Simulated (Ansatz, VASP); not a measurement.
Two plane-wave programs on Ti2Tl

```xyz
3
Lattice="4.7510 0.0000 0.0000 -2.3755 4.1145 0.0000 0.0000 0.0000 2.9192" Properties=species:S:1:pos:R:3 pbc="T T T"
Ti    0.0000    2.7430    1.4596
Ti    2.3755    1.3715    1.4596
Tl    0.0000    0.0000    0.0000
```

Alike in both runs: functional PBE; k mesh 12 × 12 × 16; occupations gaussian, width 0.1 eV; no spin polarisation.

Ansatz relaxed the structure, and its values are those at the end. VASP's run is a single point on that final structure, the one shown.

```csv
,VASP,Ansatz
version,VASP 6.6.1,Ansatz 0.2.0
potentials or method,"VASP PAW PBE potentials, release 64 (Ti_sv, Tl_d), cutoff 520 eV","scalar-relativistic, plane waves, PAW"
valence electrons in the cell,37,37
```

```tsv
	VASP	Ansatz	Ansatz less VASP
gap on the k mesh at the Fermi level (eV)	none	none	-
pressure (GPa)	0.0	0.0	+0.05
```

A gap of «none» marks a metal or a gap that the smearing closes.

Spin-orbit coupling is off throughout.
